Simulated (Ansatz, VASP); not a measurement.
## Mg2NCl in VASP and in Ansatz

```
CELL_PARAMETERS angstrom
1.64661 0.95067 5.93796
-1.64661 0.95067 5.93796
0.00000 -1.90134 5.93796
ATOMIC_POSITIONS crystal
Mg 0.22291 0.22291 0.22291
Mg 0.77709 0.77709 0.77709
N 0.50000 0.50000 0.50000
Cl 0.00000 0.00000 0.00000
```

Alike in both runs: task single point; functional r2SCAN; k mesh 8 × 8 × 8; no spin polarisation.

|  | VASP | Ansatz |
| --- | --- | --- |
| version | VASP 6.6.1 | Ansatz 0.2.0 |
| potentials or method | VASP PAW PBE potentials, release 64 (Mg, N, Cl) | plane waves, PAW |
| plane-wave cutoff (eV) | 520 | 500 |
| occupations | gaussian, width 0.01 eV | fixed |
| valence electrons in the cell | 16 | 32 |

Ansatz gave:

| Quantity | Value |
| --- | --- |
| gap on the k mesh at the Fermi level (eV) | 3.12 |
| pressure (GPa) | 0.0 |
| traceless stress, the component that is largest in VASP (GPa) | 0.01 |
| rms of the force components (eV/Å) | 0.000 |

Q: What did VASP give for the same quantities?

A: gap on the k mesh at the Fermi level (eV): 3.08; pressure (GPa): -0.5; traceless stress, the component that is largest in VASP (GPa): -0.09; rms of the force components (eV/Å): 0.028.

VASP's potentials were made for PBE, not for r2SCAN. Atom by atom the forces differ by 0.027 eV/Å (rms over components). VASP's potentials hold 16 valence electrons a cell and Ansatz's 32, so a difference there can come from the potentials and not from the codes.
